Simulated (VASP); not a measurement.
The system is NaH.

```
Na H
1.0
     3.95328    0.00000    0.00000
    -1.97664    3.42364    0.00000
     0.00000    0.00000    4.82829
Na H
2 2
Direct
  0.33333 0.66667 0.93750
  0.66667 0.33333 0.43750
  0.33333 0.66667 0.43750
  0.66667 0.33333 0.93750
```

Base run:

| Quantity | Value |
| --- | --- |
| Program | VASP 6.6.1 |
| Functional | r2SCAN |
| Potentials or basis | VASP PAW PBE potentials, release 64 (Na_pv, H) |
| Cutoff | 520 eV |
| k mesh | 6 × 6 × 4 |
| Occupations | gaussian, width 0.01 eV |
| Spin | no spin polarisation |

Its results: band gap on the k mesh 3.68 eV (least direct gap 4.57 eV); pressure -0.1 GPa.

**Question.** The run is repeated on the same cell with these changes: functional from r2SCAN to PBE; further incar settings from ALGO = Normal; EDIFF = 1e-07; NBANDS = 16 to ALGO = Normal; EDIFF = 1e-06; NBANDS = 16. What comes out?

**Answer.** Band gap on the k mesh 3.33 eV (least direct gap 4.24 eV); pressure 0.3 GPa.

Caveats: the PAW data sets were made with another functional, which shifts forces and pressure a little (at least some runs).

A k mesh can miss the band edges.
